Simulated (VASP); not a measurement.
# W (C2/m) in VASP: single point with LDA

Aim: the single point of W with LDA.

Program: VASP 6.6.1. These are calculated values, not measurements. Logs are shortened: lines on timing, memory, paths and dates and some standing lists are left out, and cuts for length are marked.

## 1. The cell of the first run

Symmetry: C2/m, No. 12, monoclinic system. The conventional cell has a = 3.973 Å, b = 3.973 Å, c = 3.973 Å, α = 90.00°, β = 90.00°, γ = 90.00°. Within 3.4 Å of W (site symmetry m) lie 12 W at 2.60 to 3.02 Å.

## 2. Single point, LDA (atoms displaced along several vibrational modes)

INCAR reads:

```
SYSTEM = W
ALGO = Fast ; EDIFF = 1E-6
ENCUT = 520 ; ISIF = 2
ISMEAR = 0 ; LASPH = .TRUE.
LCHARG = .FALSE. ; LREAL = .FALSE.
LWAVE = .FALSE. ; NBANDS = 21
NELM = 60 ; PREC = Accurate
SIGMA = 0.15
```

KPOINTS reads:

```
k-points
0
G
  16 16 12
  0 0 0
```

POSCAR reads:

```
W
1.0
    0.0000000000     -1.9862702900     -1.9862702900
    0.0000000000      1.9862702900     -1.9862702900
    3.9725405800      0.0000000000      0.0000000000
W
2
Direct
    0.5203396286      0.4796603714      0.4828824908
   -0.0203396286      0.0203396286      0.0171175092
```

Potentials or basis: VASP PAW LDA potentials, release 64 (W_sv).

On the command line:

```
> cat potpaw_LDA.64/W_sv/POTCAR > POTCAR
> mpirun -np 1 vasp_std > vasp.out
```

OUTCAR:

```text
SYSTEM = W
   EDIFF = 1E-6
   ENCUT = 520
   ISIF = 2
   ISMEAR = 0
   LASPH = .TRUE.
   LREAL = .FALSE.
   NELM = 60
   PREC = Accurate

 ion  position               nearest neighbor table
   1  0.520  0.480  0.483-   2 2.60   2 2.72   2 2.72   2 2.80   2 2.83   2 2.91   2 2.91   2 3.02

   2  0.980  0.020  0.017-   1 2.60   1 2.72   1 2.72   1 2.80   1 2.83   1 2.91   1 2.91   1 3.02

  LATTYP: Found a simple tetragonal cell.
 ALAT       =     2.8090103827
 C/A-ratio  =     1.4142135624

  Lattice vectors:

 A1 = (   0.0000000000,  -1.9862702900,  -1.9862702900)
 A2 = (   0.0000000000,   1.9862702900,  -1.9862702900)
 A3 = (   3.9725405800,   0.0000000000,   0.0000000000)

Analysis of symmetry for initial positions (statically):
=====================================================================
 Subroutine PRICEL returns:
 Original cell was already a primitive cell.

 Routine SETGRP: Setting up the symmetry group for a
 simple tetragonal supercell.

 Subroutine GETGRP returns: Found  4 space group operations
 (whereof  2 operations were pure point group operations)
 out of a pool of 16 trial point group operations.

The static configuration has the point symmetry C_1h.
 The point group associated with its full space group is C_2h.

Analysis of symmetry for dynamics (positions and initial velocities):
=====================================================================
 Subroutine PRICEL returns:
 Original cell was already a primitive cell.

 Routine SETGRP: Setting up the symmetry group for a
 simple tetragonal supercell.

 Subroutine GETGRP returns: Found  4 space group operations
 (whereof  2 operations were pure point group operations)
 out of a pool of 16 trial point group operations.

The dynamic configuration has the point symmetry C_1h.
 The point group associated with its full space group is C_2h.

 Subroutine INISYM returns: Found  4 space group operations
 (whereof  2 operations are pure point group operations),
 and found     1 'primitive' translations

----------------------------------------------------------------------------------------

                                     Primitive cell

  volume of cell :      31.3455

  direct lattice vectors                    reciprocal lattice vectors
     0.000000000 -1.986270290 -1.986270290     0.000000000 -0.251728077 -0.251728077
     0.000000000  1.986270290 -1.986270290     0.000000000  0.251728077 -0.251728077
     3.972540580  0.000000000  0.000000000     0.251728077  0.000000000  0.000000000

  length of vectors
     2.809010383  2.809010383  3.972540580     0.355997260  0.355997260  0.251728077

  position of ions in fractional coordinates (direct lattice)
     0.520339629  0.479660371  0.482882491
     0.979660371  0.020339629  0.017117509

  ion indices of the primitive-cell ions
   primitive index   ion index
                 1           1
                 2           2

----------------------------------------------------------------------------------------

 KPOINTS: k-points

Automatic generation of k-mesh.
 Grid dimensions read from file:
 generate k-points for:   16   16   12

 Generating k-lattice:

  Cartesian coordinates                     Fractional coordinates (reciprocal lattice)
     0.000000000 -0.015733005 -0.015733005     0.062500000  0.000000000  0.000000000
     0.000000000  0.015733005 -0.015733005     0.000000000  0.062500000  0.000000000
     0.020977340  0.000000000  0.000000000     0.000000000  0.000000000  0.083333333

  Length of vectors
     0.022249829  0.022249829  0.020977340

  Shift w.r.t. Gamma in fractional coordinates (k-lattice)
     0.000000000  0.000000000  0.000000000

 Subroutine IBZKPT returns following result:
 ===========================================

 Found    826 irreducible k-points:

 Following reciprocal coordinates:
            Coordinates               Weight
  0.000000  0.000000  0.000000      1.000000
  0.062500  0.000000  0.000000      4.000000
  0.125000  0.000000  0.000000      4.000000
  0.187500  0.000000  0.000000      4.000000
  0.250000  0.000000  0.000000      4.000000
  0.312500  0.000000  0.000000      4.000000
[... 16 lines left out ...]
 -0.062500  0.437500  0.000000      4.000000
  0.500000  0.062500  0.000000      4.000000
 [... further k-points ...]
   k-points           NKPTS =    826   k-points in BZ     NKDIM =    826   number of bands    NBANDS=     21
   number of dos      NEDOS =    301   number of ions     NIONS =      2
   total plane-waves  NPLWV =  17280
   dimension x,y,z NGX =    24 NGY =   24 NGZ =   30
   dimension x,y,z NGXF=    48 NGYF=   48 NGZF=   60
   ions per type =               2
   NGX,Y,Z   is equivalent  to a cutoff of  14.20, 14.20, 12.55 a.u.
   NGXF,Y,Z  is equivalent  to a cutoff of  28.41, 28.41, 25.11 a.u.
 SYSTEM =  W
   PREC   = accura    normal or accurate (medium, high low for compatibility)
   ISTART =      0    job   : 0-new  1-cont  2-samecut
   ICHARG =      2    charge: 1-file 2-atom 10-const
   ISPIN  =      1    spin polarized calculation?
   LNONCOLLINEAR =      F non collinear calculations
   LSORBIT =      F    spin-orbit coupling
   LASPH  =      T    aspherical Exc in radial PAW
   ENCUT  =  520.0 eV  38.22 Ry    6.18 a.u.   5.22  5.22  7.39*2*pi/ulx,y,z
   NELM   =     60;   NELMIN=  2; NELMDL= -5     # of ELM steps
   EDIFF  = 0.1E-05   stopping-criterion for ELM
   LREAL  =      F    real-space projection
   EDIFFG = 0.1E-04   stopping-criterion for IOM
   NSW    =      0    number of steps for IOM
[... 5 lines left out ...]
   TEBEG  =    0.0;   TEEND  =   0.0 temperature during run
   PSTRESS=    0.0 pullay stress
   NELECT =      28.0000    total number of electrons
   NUPDOWN=      -1.0000    fix difference up-down
   EMIN   =  10.00;   EMAX   =-10.00  energy-range for DOS
   EFERMI =   0.00;   METHOD = LEGACY
   ISMEAR =     0;   SIGMA  =   0.15  broadening in eV -4-tet -1-fermi 0-gaus
   EFERMI_NEDOS =   21; number of points for ismear=-14 and -15
   IALGO  =     68    algorithm
   IMIX   =      4    mixing-type and parameters
     AMIX     =   0.40;   BMIX     =  1.00
     AMIX_MAG =   1.60;   BMIX_MAG =  1.00
  volume/ion in A,a.u.               =      15.67       105.76
  Fermi-wavevector in a.u.,A,eV,Ry     =   1.576652  2.979440 33.821789  2.485831
  Thomas-Fermi vector in A             =   2.677453
   LORBIT       =      0    0 simple, 1 ext, 2 COOP (PROOUT), +10 PAW based schemes
   GGA     = CA    functional components
   LHFCALC =     F    Hartree Fock is set to
   AEXX    =    0.0000 exact exchange contribution
   IVDW    =     0    specifies the selected vdW correction
   LEPSILON=     F    determine dielectric tensor
   LRPA    =     F    only Hartree local field effects (RPA)
 non-spin polarized calculation
 RMM-DIIS sequential band-by-band and
 Gauss-broadening in eV      SIGMA  =   0.15
  energy-cutoff  :      520.00
  volume of cell :       31.35
 maximum number of plane-waves:       888
 NGX is ok and might be reduce to    24
   NGX = 11   NGY = 11   NGZ = 15

 number of electron      28.0000000 magnetization

 Free energy of the ion-electron system (eV)
  ---------------------------------------------------
  ext. energy  EPLUGINS =         0.00000000
  ---------------------------------------------------
  free energy    TOTEN  =       -27.05062544 eV

  energy without entropy =      -27.02779043  energy(sigma->0) =      -27.03920794

 E-fermi :  11.0498     XC(G=0): -13.8633

 val. band max:       11.0476798718   @ k =   0.1250   0.0000   0.3333
 cond. band min:      11.0501675325   @ k =   0.1875   0.1250   0.0000
 fundamental gap:      0.0024876607
 Fermi energy:        11.0497891357

 k-point     1 :       0.0000    0.0000    0.0000
  band No.  band energies     occupation
      1     -62.1224      2.00000
      2     -61.9158      2.00000
      3     -27.2442      2.00000
      4     -26.4519      2.00000
      5     -26.4373      2.00000
      6     -25.9359      2.00000
[... 13 lines left out ...]
     20      17.1741      0.00000
     21      23.4142      0.00000

 k-point     2 :       0.0625    0.0000    0.0000
  band No.  band energies     occupation
      1     -62.1189      2.00000
      2     -61.9159      2.00000
      3     -27.2312      2.00000
      4     -26.4727      2.00000
      5     -26.4363      2.00000
      6     -25.9628      2.00000
[... 13 lines left out ...]
     20      17.7047      0.00000
     21      22.6239      0.00000

 k-point     3 :       0.1250    0.0000    0.0000
  band No.  band energies     occupation
      1     -62.1086      2.00000
      2     -61.9165      2.00000
      3     -27.1933      2.00000
      4     -26.5455      2.00000
      5     -26.4178      2.00000
      6     -26.0530      2.00000
[... 13 lines left out ...]
     20      18.9697      0.00000
     21      21.3716      0.00000

 k-point     4 :       0.1875    0.0000    0.0000
  band No.  band energies     occupation
      1     -62.0925      2.00000
      2     -61.9179      2.00000
      3     -27.1346      2.00000
      4     -26.6506      2.00000
      5     -26.3890      2.00000
      6     -26.1896      2.00000
[... 13 lines left out ...]
     20      20.1471      0.00000
     21      20.4262      0.00000

 k-point     5 :       0.2500    0.0000    0.0000
  band No.  band energies     occupation
      1     -62.0721      2.00000
      2     -61.9209      2.00000
      3     -27.0632      2.00000
      4     -26.7661      2.00000
      5     -26.3883      2.00000
      6     -26.3101      2.00000
[... 13 lines left out ...]
     20      19.1901      0.00000
     21      21.8833      0.00000
[... 382 lines left out ...]
     20      18.6394      0.00000
     21      23.7646      0.00000

 k-point    22 :       0.4375    0.0625    0.0000
  band No.  band energies     occupation
      1     -62.0063      2.00000
      2     -61.9415      2.00000
      3     -27.0244      2.00000
      4     -26.9607      2.00000
      5     -26.5848      2.00000
      6     -26.2757      2.00000
[... 13 lines left out ...]
     20      18.6101      0.00000
     21      23.3999      0.00000

 k-point    23 :      -0.0625    0.4375    0.0000
  band No.  band energies     occupation
      1     -62.0062      2.00000
      2     -61.9416      2.00000
      3     -27.0221      2.00000
      4     -26.9631      2.00000
      5     -26.5839      2.00000
      6     -26.2782      2.00000
[... 13 lines left out ...]
     20      18.6308      0.00000
     21      23.3754      0.00000

 k-point    24 :       0.5000    0.0625    0.0000
  band No.  band energies     occupation
      1     -61.9981      2.00000
      2     -61.9462      2.00000
      3     -27.0292      2.00000
      4     -26.9910      2.00000
      5     -26.5593      2.00000
      6     -26.3084      2.00000
[... 13 lines left out ...]
     20      18.4923      0.00000
     21      23.2735      0.00000

 [... further k-points ...]

------------------------ aborting loop because EDIFF is reached ----------------------------------------

  FORCE on cell =-STRESS in cart. coord.  units (eV):
  Direction    XX          YY          ZZ          XY          YZ          ZX
  --------------------------------------------------------------------------------------
  -------------------------------------------------------------------------------------
  Total        0.2840567      1.3032672      1.9760585     -0.7675995      0.0000000      0.0000000
  in kB       14.5191282     66.6145371    101.0032518    -39.2346909      0.0000000      0.0000000
  external PRESSURE =      60.7123057 kB  Pullay stress =       0.0000000 kB

 VOLUME and BASIS-vectors are now :
 -----------------------------------------------------------------------------
  energy-cutoff  :      520.00
  volume of cell :       31.35
      direct lattice vectors                 reciprocal lattice vectors
     0.000000000 -1.986270290 -1.986270290     0.000000000 -0.251728077 -0.251728077
     0.000000000  1.986270290 -1.986270290     0.000000000  0.251728077 -0.251728077
     3.972540580  0.000000000  0.000000000     0.251728077  0.000000000  0.000000000

 POSITION                                       TOTAL-FORCE (eV/Angst)
 -----------------------------------------------------------------------------------
      1.91827     -0.08080     -1.98627         1.900677      0.470506      0.000000
      0.06800     -1.90547     -1.98627        -1.900677     -0.470506      0.000000
 -----------------------------------------------------------------------------------
    total drift:                               -0.000000      0.000000     -0.000000

  FREE ENERGIE OF THE ION-ELECTRON SYSTEM (eV)
  ---------------------------------------------------
  free  energy   TOTEN  =       -27.0506254437 eV

  energy  without entropy=      -27.0277904330  energy(sigma->0) =      -27.03920794
```

It took 4 min on 1 thread of AMD EPYC 7R13, shared host; peak memory 0.49 GiB.

What came out:

* Free energy: -27.0506 eV
* Pressure: 6.1 GPa
* Largest force: 1.958 eV/Å
* Band gap on the k mesh: zero (bands 14 and 15 overlap by 3.99 eV)

Forces on the atoms (eV/Å):
```
W    1.901  0.471  0.000
W   -1.901 -0.471  0.000
```

Stress tensor (GPa, compression positive):
```
 1.45 -3.92  0.00
-3.92  6.66  0.00
 0.00  0.00 10.10
```

Caveat: the cell differs from its parent crystal (atoms displaced along several vibrational modes); the stress differs along the axes, from 1 to 10 GPa; spin-orbit coupling is left out, which moves the levels of the heavy elements; forces of over 1 eV/Å act on the atoms, so gaps and moduli don't describe the material at rest.
